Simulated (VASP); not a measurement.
# Ti (I4/mmm) in VASP: notebook

Runs on Ti. Level: PBE. Tasks: electric field gradients.

Program: VASP 6.6.1. These are calculated values, not measurements. Logs are shortened: lines on timing, memory, paths and dates and some standing lists are left out, and cuts for length are marked.

## (1) The cell of the first run

It takes space group I4/mmm (No. 139, tetragonal). The conventional cell has a = 2.785 Å, b = 2.785 Å, c = 4.060 Å, α = 90.00°, β = 90.00°, γ = 90.00°. Ti (site symmetry 4/mmm) has 12 Ti at 2.78 to 2.83 Å within 3.7 Å.

## (2) Electric field gradients, PBE (equal xx and yy strain of -3 %)

INCAR

```
SYSTEM = Ti
PREC = Accurate ; ENCUT = 400
EDIFF = 1E-8 ; ISMEAR = -1
SIGMA = 0.05 ; LREAL = .False.
LASPH = .True. ; NELM = 120
ALGO = Normal ; ISIF = 2
LWAVE = .False. ; LCHARG = .False.
GGA = PE ; LEFG = .True.
NBANDS = 12 ; GGA_COMPAT = .False.
```

KPOINTS

```
regular mesh
0
Gamma
  15 15 15
  0 0 0
```

POSCAR

```
Ti
1.0
    0.0000000000      1.9691000000      2.0300000000
    1.9691000000      0.0000000000      2.0300000000
    1.9691000000      1.9691000000      0.0000000000
Ti
1
Direct
    0.0000000000      0.0000000000      0.0000000000
```

Potentials or basis: VASP PAW PBE potentials, release 64 (Ti_sv).

Started as:

```bash
$ cat potpaw_PBE.64/Ti_sv/POTCAR > POTCAR
$ mpirun -np 1 vasp_std > vasp.out
```

OUTCAR:

```text
SYSTEM = Ti
   PREC = Accurate
   ENCUT = 400
   EDIFF = 1E-8
   ISMEAR = -1
   LREAL = .False.
   LASPH = .True.
   NELM = 120
   ISIF = 2
   GGA = PE

 ion  position               nearest neighbor table
   1  0.000  0.000  0.000-

  LATTYP: Found a body centered tetragonal cell.
 ALAT       =     2.7847279257
 C/A-ratio  =     1.4579521262

  Lattice vectors:

 A1 = (  -1.9691000000,   0.0000000000,   2.0300000000)
 A2 = (   1.9691000000,   0.0000000000,   2.0300000000)
 A3 = (   0.0000000000,   1.9691000000,  -2.0300000000)

Analysis of symmetry for initial positions (statically):
=====================================================================
 Subroutine PRICEL returns:
 Original cell was already a primitive cell.

 Routine SETGRP: Setting up the symmetry group for a
 body centered tetragonal supercell.

 Subroutine GETGRP returns: Found 16 space group operations
 (whereof 16 operations were pure point group operations)
 out of a pool of 16 trial point group operations.

The static configuration has the point symmetry D_4h.

Analysis of symmetry for dynamics (positions and initial velocities):
=====================================================================
 Subroutine PRICEL returns:
 Original cell was already a primitive cell.

 Routine SETGRP: Setting up the symmetry group for a
 body centered tetragonal supercell.

 Subroutine GETGRP returns: Found 16 space group operations
 (whereof 16 operations were pure point group operations)
 out of a pool of 16 trial point group operations.

The dynamic configuration has the point symmetry D_4h.

 Subroutine INISYM returns: Found 16 space group operations
 (whereof 16 operations are pure point group operations),
 and found     1 'primitive' translations

----------------------------------------------------------------------------------------

                                     Primitive cell

  volume of cell :      15.7421

  direct lattice vectors                    reciprocal lattice vectors
     0.000000000  1.969100000  2.030000000    -0.253923112  0.253923112  0.246305419
     1.969100000  0.000000000  2.030000000     0.253923112 -0.253923112  0.246305419
     1.969100000  1.969100000  0.000000000     0.253923112  0.253923112 -0.246305419

  length of vectors
     2.828118599  2.828118599  2.784727926     0.435454077  0.435454077  0.435454077

  position of ions in fractional coordinates (direct lattice)
     0.000000000  0.000000000  0.000000000

  ion indices of the primitive-cell ions
   primitive index   ion index
                 1           1

----------------------------------------------------------------------------------------

 KPOINTS: regular mesh

Automatic generation of k-mesh.
 Grid dimensions read from file:
 generate k-points for:   15   15   15

 Generating k-lattice:

  Cartesian coordinates                     Fractional coordinates (reciprocal lattice)
    -0.016928207  0.016928207  0.016420361     0.066666667  0.000000000  0.000000000
     0.016928207 -0.016928207  0.016420361     0.000000000  0.066666667  0.000000000
     0.016928207  0.016928207 -0.016420361     0.000000000  0.000000000  0.066666667

  Length of vectors
     0.029030272  0.029030272  0.029030272

  Shift w.r.t. Gamma in fractional coordinates (k-lattice)
     0.000000000  0.000000000  0.000000000

 Subroutine IBZKPT returns following result:
 ===========================================

 Found    288 irreducible k-points:

 Following reciprocal coordinates:
            Coordinates               Weight
  0.000000  0.000000  0.000000      1.000000
  0.066667 -0.000000  0.000000      8.000000
  0.133333  0.000000  0.000000      8.000000
  0.200000 -0.000000  0.000000      8.000000
  0.266667  0.000000  0.000000      8.000000
  0.333333  0.000000  0.000000      8.000000
[... 16 lines left out ...]
  0.133333  0.133333  0.000000      2.000000
  0.200000  0.133333  0.000000      8.000000
 [... further k-points ...]
   k-points           NKPTS =    288   k-points in BZ     NKDIM =    288   number of bands    NBANDS=     12
   number of dos      NEDOS =    301   number of ions     NIONS =      1
   total plane-waves  NPLWV =   5832
   dimension x,y,z NGX =    18 NGY =   18 NGZ =   18
   dimension x,y,z NGXF=    36 NGYF=   36 NGZF=   36
   ions per type =               1
   NGX,Y,Z   is equivalent  to a cutoff of  10.58, 10.58, 10.75 a.u.
   NGXF,Y,Z  is equivalent  to a cutoff of  21.16, 21.16, 21.49 a.u.
 SYSTEM =  Ti
   PREC   = accura    normal or accurate (medium, high low for compatibility)
   ISTART =      0    job   : 0-new  1-cont  2-samecut
   ICHARG =      2    charge: 1-file 2-atom 10-const
   ISPIN  =      1    spin polarized calculation?
   LNONCOLLINEAR =      F non collinear calculations
   LSORBIT =      F    spin-orbit coupling
   LASPH  =      T    aspherical Exc in radial PAW
   ENCUT  =  400.0 eV  29.40 Ry    5.42 a.u.   4.61  4.61  4.54*2*pi/ulx,y,z
   NELM   =    120;   NELMIN=  2; NELMDL= -5     # of ELM steps
   EDIFF  = 0.1E-07   stopping-criterion for ELM
   LREAL  =      F    real-space projection
   EDIFFG = 0.1E-06   stopping-criterion for IOM
   NSW    =      0    number of steps for IOM
   IBRION =     -1    ionic relax: 0-MD 1-quasi-New 2-CG
   NFREE  =      0    steps in history (QN), initial steepest desc. (CG)
   ISIF   =      2    stress and relaxation
   ISYM   =      2    0-nonsym 1-usesym 2-fastsym
   POTIM  = 0.5000    time-step for ionic-motion
   TEBEG  =    0.0;   TEEND  =   0.0 temperature during run
   PSTRESS=    0.0 pullay stress
   NELECT =      12.0000    total number of electrons
   NUPDOWN=      -1.0000    fix difference up-down
   EMIN   =  10.00;   EMAX   =-10.00  energy-range for DOS
   EFERMI =   0.00;   METHOD = LEGACY
   ISMEAR =    -1;   SIGMA  =   0.05  broadening in eV -4-tet -1-fermi 0-gaus
   EFERMI_NEDOS =   21; number of points for ismear=-14 and -15
   IALGO  =     38    algorithm
   IMIX   =      4    mixing-type and parameters
     AMIX     =   0.40;   BMIX     =  1.00
     AMIX_MAG =   1.60;   BMIX_MAG =  1.00
  volume/ion in A,a.u.               =      15.74       106.23
  Fermi-wavevector in a.u.,A,eV,Ry     =   1.495483  2.826052 30.429000  2.236468
  Thomas-Fermi vector in A             =   2.607622
   LORBIT       =      0    0 simple, 1 ext, 2 COOP (PROOUT), +10 PAW based schemes
   GGA     = PE    functional components
   LHFCALC =     F    Hartree Fock is set to
   AEXX    =    0.0000 exact exchange contribution
   IVDW    =     0    specifies the selected vdW correction
   LEPSILON=     F    determine dielectric tensor
   LRPA    =     F    only Hartree local field effects (RPA)
 non-spin polarized calculation
  energy-cutoff  :      400.00
  volume of cell :       15.74
 maximum number of plane-waves:       299
   NGX =  9   NGY =  9   NGZ =  9

 number of electron      12.0000010 magnetization

 Free energy of the ion-electron system (eV)
  ---------------------------------------------------
  ext. energy  EPLUGINS =         0.00000000
  ---------------------------------------------------
  free energy    TOTEN  =        -7.71751851 eV

  energy without entropy =       -7.70420999  energy(sigma->0) =       -7.71086425

 E-fermi :   9.3124     XC(G=0): -11.9699

 val. band max:        9.3095957824   @ k =  -0.4667   0.3333   0.1333
 cond. band min:       9.3159327182   @ k =  -0.4667   0.0667   0.1333
 fundamental gap:      0.0063369358
 Fermi energy:         9.3123652402

 k-point     1 :       0.0000    0.0000    0.0000
  band No.  band energies     occupation
      1     -47.2314      2.00000
      2     -22.9726      2.00000
      3     -22.9644      2.00000
      4     -22.9644      2.00000
      5       3.0319      2.00000
      6      10.0667      0.00000
      7      10.3379      0.00000
      8      10.3379      0.00000
      9      11.9387      0.00000
     10      12.2621      0.00000
     11      25.1218      0.00000
     12      29.5195      0.00000

 k-point     2 :       0.0667   -0.0000    0.0000
  band No.  band energies     occupation
      1     -47.2241      2.00000
      2     -23.0088      2.00000
      3     -22.9755      2.00000
      4     -22.9687      2.00000
      5       3.1874      2.00000
      6      10.0561      0.00000
      7      10.3040      0.00000
      8      10.3966      0.00000
      9      11.9051      0.00000
     10      12.2165      0.00000
     11      25.2804      0.00000
     12      28.8423      0.00000
[... 316 lines left out ...]
 k-point    24 :       0.2000    0.1333    0.0000
  band No.  band energies     occupation
      1     -47.1714      2.00000
      2     -23.2276      2.00000
      3     -23.0371      2.00000
      4     -23.0358      2.00000
      5       4.3068      2.00000
      6       9.2584      1.49245
      7      10.7264      0.00000
      8      10.9190      0.00000
      9      11.2739      0.00000
     10      12.5028      0.00000
     11      26.0175      0.00000
     12      26.5604      0.00000

 [... further k-points ...]

------------------------ aborting loop because EDIFF is reached ----------------------------------------

  FORCE on cell =-STRESS in cart. coord.  units (eV):
  Direction    XX          YY          ZZ          XY          YZ          ZX
  --------------------------------------------------------------------------------------
  -------------------------------------------------------------------------------------
  Total        1.1538516      1.1538516      1.0578097      0.0000000     -0.0000000      0.0000000
  in kB      117.4353764    117.4353764    107.6605418      0.0000000     -0.0000000      0.0000000
  external PRESSURE =     114.1770982 kB  Pullay stress =       0.0000000 kB

 VOLUME and BASIS-vectors are now :
 -----------------------------------------------------------------------------
  energy-cutoff  :      400.00
  volume of cell :       15.74
      direct lattice vectors                 reciprocal lattice vectors
     0.000000000  1.969100000  2.030000000    -0.253923112  0.253923112  0.246305419
     1.969100000  0.000000000  2.030000000     0.253923112 -0.253923112  0.246305419
     1.969100000  1.969100000  0.000000000     0.253923112  0.253923112 -0.246305419

 POSITION                                       TOTAL-FORCE (eV/Angst)
 -----------------------------------------------------------------------------------
      0.00000      0.00000      0.00000        -0.000000     -0.000000      0.000000
 -----------------------------------------------------------------------------------
    total drift:                                0.000000     -0.000000      0.000000

  FREE ENERGIE OF THE ION-ELECTRON SYSTEM (eV)
  ---------------------------------------------------
  free  energy   TOTEN  =        -7.7175185078 eV

  energy  without entropy=       -7.7042099939  energy(sigma->0) =       -7.71086425

 Electric field gradients (V/A^2)
---------------------------------------------------------------------
 ion       V_xx      V_yy      V_zz      V_xy      V_xz      V_yz
---------------------------------------------------------------------
   1       1.853     1.853    -3.705    -0.002     0.001     0.001
---------------------------------------------------------------------

 Electric field gradients after diagonalization (V/A^2)
 (convention: |V_zz| > |V_xx| > |V_yy|)
----------------------------------------------------------------------
 ion       V_xx      V_yy      V_zz     asymmetry (V_yy - V_xx)/ V_zz
----------------------------------------------------------------------
   1       1.854     1.851    -3.705       0.001
----------------------------------------------------------------------

           NMR quadrupolar parameters

 Cq : quadrupolar parameter    Cq=e*Q*V_zz/h
 eta: asymmetry parameters     (V_yy - V_xx)/ V_zz
 Q  : nuclear electric quadrupole moment in mb (millibarn)
----------------------------------------------------------------------
 ion       Cq(MHz)       eta       Q (mb)
----------------------------------------------------------------------
   1      -0.009       0.001       1.000
----------------------------------------------------------------------
```

Wall time 63 s (1 thread of Intel Xeon 8259CL, shared host); peak memory 0.15 GiB.

Results:

* Free energy: -7.7175 eV
* Pressure: 11.4 GPa
* Band gap on the k mesh: zero (bands 6 and 7 overlap by 1.24 eV)
* Largest electric field gradient by atom: Ti -3.7 V/Å²

Electric field gradients, principal values (V/Å²):
| atom | least | middle | greatest (by size) |
| --- | --- | --- | --- |
| 1 Ti | 1.851 | 1.854 | -3.705 |

Caveat: the cell differs from its parent crystal (equal xx and yy strain of -3 %); the cell stands under pressure; without QUAD_EFG the Cq values of the log hold for a quadrupole moment of 1 mb, not for the nuclei.

## (3) Electric field gradients, PBE (equal xx and yy strain of -3 %)

INCAR

```
  PREC = Accurate
  ENCUT = 400
  EDIFF = 1E-8
  ISMEAR = -1
  SIGMA = 0.05
  LREAL = False
  LASPH = True
  NELM = 120
  ALGO = Normal
  ISIF = 2
  LWAVE = False
  LCHARG = False
  GGA = PE
  LEFG = True
  NBANDS = 12
  GGA_COMPAT = False
```

KPOINTS

```
regular mesh
0
Gamma
  15 15 15
```

POSCAR is that of step 2.

Potentials or basis: VASP PAW PBE potentials, release 64 (Ti_sv).

Started as:

```bash
$ cat potpaw_PBE.64/Ti_sv/POTCAR > POTCAR
$ mpirun -np 1 vasp_std > vasp.out
```

OUTCAR:

```text
PREC = Accurate
   ENCUT = 400
   EDIFF = 1E-8
   ISMEAR = -1
   LREAL = False
   LASPH = True
   NELM = 120
   ISIF = 2
   GGA = PE

 ion  position               nearest neighbor table
   1  0.000  0.000  0.000-

  LATTYP: Found a body centered tetragonal cell.
 ALAT       =     2.7847279257
 C/A-ratio  =     1.4579521262

  Lattice vectors:

 A1 = (  -1.9691000000,   0.0000000000,   2.0300000000)
[... 565 lines left out ...]
 -----------------------------------------------------------------------------------
    total drift:                                0.000000     -0.000000      0.000000

  FREE ENERGIE OF THE ION-ELECTRON SYSTEM (eV)
  ---------------------------------------------------
  free  energy   TOTEN  =        -7.7175185078 eV

  energy  without entropy=       -7.7042099939  energy(sigma->0) =       -7.71086425

 Electric field gradients (V/A^2)
---------------------------------------------------------------------
 ion       V_xx      V_yy      V_zz      V_xy      V_xz      V_yz
---------------------------------------------------------------------
   1       1.853     1.853    -3.705    -0.002     0.001     0.001
---------------------------------------------------------------------

 Electric field gradients after diagonalization (V/A^2)
 (convention: |V_zz| > |V_xx| > |V_yy|)
----------------------------------------------------------------------
 ion       V_xx      V_yy      V_zz     asymmetry (V_yy - V_xx)/ V_zz
----------------------------------------------------------------------
   1       1.854     1.851    -3.705       0.001
----------------------------------------------------------------------

           NMR quadrupolar parameters

 Cq : quadrupolar parameter    Cq=e*Q*V_zz/h
 eta: asymmetry parameters     (V_yy - V_xx)/ V_zz
 Q  : nuclear electric quadrupole moment in mb (millibarn)
----------------------------------------------------------------------
 ion       Cq(MHz)       eta       Q (mb)
----------------------------------------------------------------------
   1      -0.009       0.001       1.000
----------------------------------------------------------------------
```

OSZICAR:

```text
N       E                     dE             d eps       ncg     rms          rms(c)
DAV:   1     0.742823323662E+02    0.74282E+02   -0.56962E+03  6984   0.105E+03
DAV:   2    -0.523001689197E+01   -0.79512E+02   -0.77281E+02  7052   0.267E+02
DAV:   3    -0.850144358255E+01   -0.32714E+01   -0.32440E+01  8948   0.576E+01
DAV:   4    -0.857481637088E+01   -0.73373E-01   -0.73305E-01  7876   0.768E+00
DAV:   5    -0.857691907573E+01   -0.21027E-02   -0.21027E-02  8088   0.108E+00    0.921E+00
DAV:   6    -0.771649949978E+01    0.86042E+00   -0.17436E+00  7592   0.201E+01    0.261E+00
DAV:   7    -0.770551824256E+01    0.10981E-01   -0.10388E-01  8384   0.395E+00    0.138E+00
DAV:   8    -0.771735579948E+01   -0.11838E-01   -0.38942E-02  7128   0.239E+00    0.149E-01
DAV:   9    -0.771747844651E+01   -0.12265E-03   -0.35507E-03  8604   0.645E-01    0.859E-02
DAV:  10    -0.771753785604E+01   -0.59410E-04   -0.20599E-04  7376   0.161E-01    0.185E-02
DAV:  11    -0.771751881641E+01    0.19040E-04   -0.15033E-05  8300   0.505E-02    0.867E-03
DAV:  12    -0.771751837775E+01    0.43867E-06   -0.10499E-06  7552   0.125E-02    0.129E-03
DAV:  13    -0.771751859016E+01   -0.21242E-06   -0.19422E-07  8560   0.321E-03    0.127E-03
DAV:  14    -0.771751851938E+01    0.70783E-07   -0.20415E-08  7144   0.167E-03    0.344E-04
DAV:  15    -0.771751850530E+01    0.14082E-07   -0.23532E-09  3932   0.615E-04    0.441E-05
DAV:  16    -0.771751850777E+01   -0.24770E-08   -0.27386E-10  3620   0.144E-04
   1 F= -.77175185E+01 E0= -.77108643E+01  d E =-.133085E-01
```

stdout:

```text
POSCAR found type information on POSCAR Ti
 POSCAR found :  1 types and       1 ions
 scaLAPACK will be used
 LDA part: xc-table for (Slater+PW92), standard interpolation
 POSCAR, INCAR and KPOINTS ok, starting setup
 FFT: planning ... GRIDC
 FFT: planning ... GRID_SOFT
 FFT: planning ... GRID
 WAVECAR not read
 entering main loop
ion   1
```

It took 66 s on 1 thread of Intel Xeon 8259CL, shared host; peak memory 0.15 GiB.

What came out:

| Item | Value |
| --- | --- |
| Free energy | -7.7175 eV |
| Pressure | 11.4 GPa |
| Band gap on the k mesh | zero (bands 6 and 7 overlap by 1.24 eV) |
| Largest electric field gradient by atom | Ti -3.7 V/Å² |

Levels at points of the mesh, in eV from the Fermi level:
| k point | band 4 | band 5 | band 6 | band 7 | band 8 | band 9 |
| --- | --- | --- | --- | --- | --- | --- |
| (0.00, 0.00, 0.00) | -32.28 | -6.28 | 0.75 | 1.03 | 1.03 | 2.63 |

Electric field gradients, principal values (V/Å²):
```
atom  least  middle  greatest (by size)
1 Ti  1.851   1.854              -3.705
```

Caveat: the cell differs from its parent crystal (equal xx and yy strain of -3 %); the cell stands under pressure; without QUAD_EFG the Cq values of the log hold for a quadrupole moment of 1 mb, not for the nuclei.

(Continued in part 2 of 3.)
